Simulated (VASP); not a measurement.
Input of a VASP 6.6.1 run:

Contents of INCAR:

```
  PREC = Accurate
  ENCUT = 520
  EDIFF = 1E-7
  ISMEAR = 0
  SIGMA = 0.1
  LREAL = F
  LASPH = T
  NELM = 100
  ALGO = Normal
  ISIF = 2
  LWAVE = F
  LCHARG = F
  GGA = PE
  NBANDS = 40
```

KPOINTS

```
Automatic mesh
0
Gamma
  4 4 4
```

Contents of POSCAR:

```
Be4Ge3Pt
1.0
    4.9924051085      0.0000000000      0.0000000000
    0.0000000000      4.9924051085      0.0000000000
    0.0000000000      0.0000000000      4.9924051085
Be Ge Pt
4 3 1
Direct
    0.3328549626      0.3328549626      0.3328549626
    0.3328549626      0.6671450374      0.6671450374
    0.6671450374      0.6671450374      0.3328549626
    0.6671450374      0.3328549626      0.6671450374
    0.5000000000      0.0000000000      0.0000000000
    0.0000000000      0.5000000000      0.0000000000
    0.0000000000      0.0000000000      0.5000000000
    0.0000000000      0.0000000000      0.0000000000
```

Potentials or basis: VASP PAW PBE potentials, release 64 (Be, Ge_d, Pt).

Launch:

```bash
$ cat potpaw_PBE.64/Be/POTCAR potpaw_PBE.64/Ge_d/POTCAR potpaw_PBE.64/Pt/POTCAR > POTCAR
$ mpirun -np 1 vasp_std > vasp.out
```

Task: Predict the pressure.

Result: 0.1 GPa.

Task: Predict the band gap on the k mesh.

Result: Zero (band 30 reaches 7.56 eV, above the bottom of band 31 at 4.90 eV).

Caveat: spin-orbit coupling is left out, which moves the levels of the heavy elements.
